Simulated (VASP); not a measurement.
**AlNi2: single point with PBEsol**

Crystal: AlNi2.

```
Al Ni
1.0
    -1.98745   -3.44236    0.00000
     1.98745   -3.44236    0.00000
     0.00000    0.00000    9.81209
Al Ni
4 8
Direct
  0.66667 0.66667 0.09629
  0.66667 0.66667 0.59629
  0.33333 0.33333 0.40371
  0.33333 0.33333 0.90371
  0.66667 0.66667 0.34377
  0.66667 0.66667 0.84377
  0.33333 0.33333 0.15623
  0.33333 0.33333 0.65623
  0.00000 0.00000 0.25000
  0.00000 0.00000 0.75000
  0.00000 0.00000 0.00000
  0.00000 0.00000 0.50000
```

| Property | Result |
| --- | --- |
| Program | VASP 6.6.1 |
| Task | single point |
| Functional | PBEsol |
| Potentials or basis | VASP PAW PBE potentials, release 64 (Al, Ni) |
| Cutoff | 520 eV |
| k mesh | 14 × 14 × 5 |
| Occupations | gaussian, width 0.15 eV |
| Spin | no spin polarisation |

| Quantity | Value |
| --- | --- |
| Pressure | 0.2 GPa |
| Largest force | 0.018 eV/Å |
| Band gap on the k mesh | zero (band 46 reaches 13.16 eV, above the bottom of band 47 at 9.61 eV) |

Forces in eV/Å, atoms in the order of the input:
```
Al   0.000  0.000  0.004
Al   0.000  0.000  0.004
Al   0.000  0.000 -0.004
Al   0.000  0.000 -0.004
Ni   0.000  0.000 -0.018
Ni   0.000  0.000 -0.018
Ni   0.000  0.000  0.018
Ni   0.000  0.000  0.018
Ni   0.000  0.000  0.000
Ni   0.000  0.000  0.000
Ni   0.000  0.000  0.000
Ni   0.000  0.000  0.000
```

Stress tensor (GPa, compression positive):
```
0.21 0.00 0.00
0.00 0.21 0.00
0.00 0.00 0.06
```

Levels at points of the mesh, in eV from the Fermi level:
```tsv
k point	band 42	band 43	band 44	band 45	band 46	band 47	band 48	band 49	band 50	band 51
(0.00, 0.00, 0.00)	-0.66	-0.53	-0.53	0.70	3.16	3.16	3.86	3.86	3.90	4.03
(0.50, 0.00, 0.00)	-0.74	-0.64	-0.63	-0.55	-0.38	-0.31	-0.27	0.94	1.71	1.81
```

It took 22 min on 1 thread of Intel Xeon 6975P-C, with other jobs on the host, peak memory 0.66 GiB.

Caveat: the PAW data sets were made with another functional, which shifts forces and pressure a little. Spin polarisation is off, so any magnetic state and its effect on volume and gap are missing.
